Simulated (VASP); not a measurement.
A run of VASP 6.6.1 is set up as follows.

File INCAR:

```
SYSTEM = GaSb
ALGO     = Normal         ! electronic algorithm
EDIFF    = 1E-6           ! SCF threshold, eV
ENCUT    = 500            ! plane-wave cutoff, eV
GGA      = PS             ! functional
GGA_COMPAT= .False.      
ISIF     = 2              ! what is computed and relaxed
ISMEAR   = -1             ! smearing method
LASPH    = .True.         ! aspherical terms in the spheres
LCHARG   = .True.         ! write CHGCAR
LELF     = .True.         ! ELF
LREAL    = .False.        ! projectors in reciprocal space
LVHAR    = .True.       
LWAVE    = .False.        ! write WAVECAR
NBANDS   = 16             ! bands
NELM     = 120            ! most SCF steps
PREC     = Accurate       ! precision mode
SIGMA    = 0.1            ! smearing width, eV
```

Contents of KPOINTS:

```
k-points
0
Gamma
  7 7 7
  0 0 0
```

The input POSCAR:

```
GaSb
1.0
   -2.7534340000      2.7534340000      1.5907070000
    2.7534340000     -2.7534340000      1.5907070000
    2.7534340000      2.7534340000     -1.5907070000
Ga Sb
1 1
Direct
    0.7500000000      0.2500000000      0.5000000000
    0.0000000000      0.0000000000      0.0000000000
```

Potentials or basis: VASP PAW PBE potentials, release 64 (Ga_d, Sb).

Run with:

```sh
$ cat potpaw_PBE.64/Ga_d/POTCAR potpaw_PBE.64/Sb/POTCAR > POTCAR
$ mpirun -np 1 vasp_std > vasp.out
```

Problem. Predict the band gap on the k mesh.

Solution. Zero (bands 9 and 10 overlap by 4.02 eV).

Problem. Predict the pressure.

Solution. -2.9 GPa.

Stress tensor (GPa, compression positive):
```
-1.88  0.00  0.00
 0.00 -1.88  0.00
 0.00  0.00 -4.90
```

Caveat: the PAW data sets were made with another functional, which shifts forces and pressure a little; spin-orbit coupling is left out, which moves the levels of the heavy elements.
